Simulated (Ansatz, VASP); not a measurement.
# K3In3Si2Au: VASP beside Ansatz

File INCAR:

```
SYSTEM = K3In3Si2Au
PREC     = Accurate       ! precision mode
ENCUT    = 520            ! plane-wave cutoff, eV
EDIFF    = 1E-6           ! SCF threshold, eV
ISMEAR   = 1              ! smearing method
SIGMA    = 0.0209         ! smearing width, eV
LREAL    = .FALSE.        ! projectors in reciprocal space
LASPH    = .TRUE.         ! aspherical terms in the spheres
NELM     = 150            ! most SCF steps
ALGO     = Normal         ! electronic algorithm
ISIF     = 2              ! what is computed and relaxed
LWAVE    = .FALSE.        ! write WAVECAR
LCHARG   = .FALSE.        ! write CHGCAR
LMAXMIX  = 4              ! l up to which the mixer works
LDAU     = .TRUE.         ! DFT+U
LDAUTYPE = 2            
LDAUL    = -1 2 -1 -1     ! shell
LDAUU    = 0 3 0 0        ! U, eV
LDAUJ    = 0 0 0 0      
LDAUPRINT= 1            
GGA      = PE             ! functional
NBANDS   = 52             ! bands
```

The input KPOINTS:

```
Automatic mesh
0
G
  3 3 4
  0 0 0
```

The input POSCAR:

```
K3In3Si2Au
1.0
    7.8696250000      0.0000000000      0.0000000000
   -3.9348120000      6.8153000000      0.0000000000
    0.0000000000      0.0000000000      4.7560060000
K Au In Si
3 1 3 2
Direct
    0.4197000000      0.0000000000      0.5000000000
    0.5803000000      0.5803000000      0.5000000000
    0.0000000000      0.4197000000      0.5000000000
    0.0000000000      0.0000000000      0.5000000000
    0.7512000000      0.0000000000      0.0000000000
    0.2488000000      0.2488000000      0.0000000000
    0.0000000000      0.7512000000      0.0000000000
    0.3333000000      0.6667000000      0.0000000000
    0.6667000000      0.3333000000      0.0000000000
```

Input for Ansatz:

```yaml
crystal:
  lattice:
    - [7.869625, 0.0, 0.0]
    - [-3.934812, 6.8153, 0.0]
    - [0.0, 0.0, 4.756006]
  atoms:
    - { symbol: K, position: [0.4197, 0.0, 0.5] }
    - { symbol: K, position: [0.5803, 0.5803, 0.5] }
    - { symbol: K, position: [0.0, 0.4197, 0.5] }
    - { symbol: Au, position: [0.0, 0.0, 0.5] }
    - { symbol: In, position: [0.7512, 0.0, 0.0] }
    - { symbol: In, position: [0.2488, 0.2488, 0.0] }
    - { symbol: In, position: [0.0, 0.7512, 0.0] }
    - { symbol: Si, position: [0.3333, 0.6667, 0.0] }
    - { symbol: Si, position: [0.6667, 0.3333, 0.0] }
  symmetry: { tolerance: 0.0003 }
kpoints:
  mp_grid: { grid: [3, 3, 4], shift: [0, 0, 0] }
magnetization:
  spin_polarized: false
scf:
  occupations: { method: cold, width: 0.0209 }
  eigensolver: { kind: davidson }
hamiltonian:
  pseudopotentials: { kind: paw }
  xc: pbe
  hubbard: { sites: [{ species: Au, l: d, u_eff: 3.0 }], double_counting: fll }
basis:
  ecutwfc: 420
  precision: f64
output:
  forces: true
  stress: true
  eigenvalues: true
```

Alike in both runs: task single point; functional PBE; k mesh 3 × 3 × 4; no spin polarisation; Hubbard terms Au d U = 3.0 eV.

|  | VASP | Ansatz |
| --- | --- | --- |
| version | VASP 6.6.1 | Ansatz 0.2.0 |
| potentials or method | VASP PAW PBE potentials, release 64 (K_sv, Au, In_d, Si), cutoff 520 eV | PAW plane waves |
| occupations | methfessel-paxton of order 1, width 0.0209 eV | cold, width 0.0209 eV |
| valence electrons in the cell | 85 | 93 |

```csv
,VASP,Ansatz,Ansatz less VASP
gap on the k mesh at the Fermi level (eV),none,none,-
pressure (GPa),-0.2,-0.1,+0.11
"traceless stress, the component that is largest in VASP (GPa)",2.05,2.15,+0.100
rms of the force components (eV/Å),0.057,0.069,+0.0118
```

The programs project onto different local orbitals, so the same U acts differently, and such runs can settle in different states. Atom by atom the forces differ by 0.013 eV/Å (rms over components). A gap of «none» marks a metal or a gap that the smearing closes. VASP's potentials hold 85 valence electrons a cell and Ansatz's 93, so a difference there can come from the potentials and not from the codes. Ansatz's warnings: filled band counts differ across k points, structure snapped to symmetry.

Neither program's run includes spin-orbit coupling.
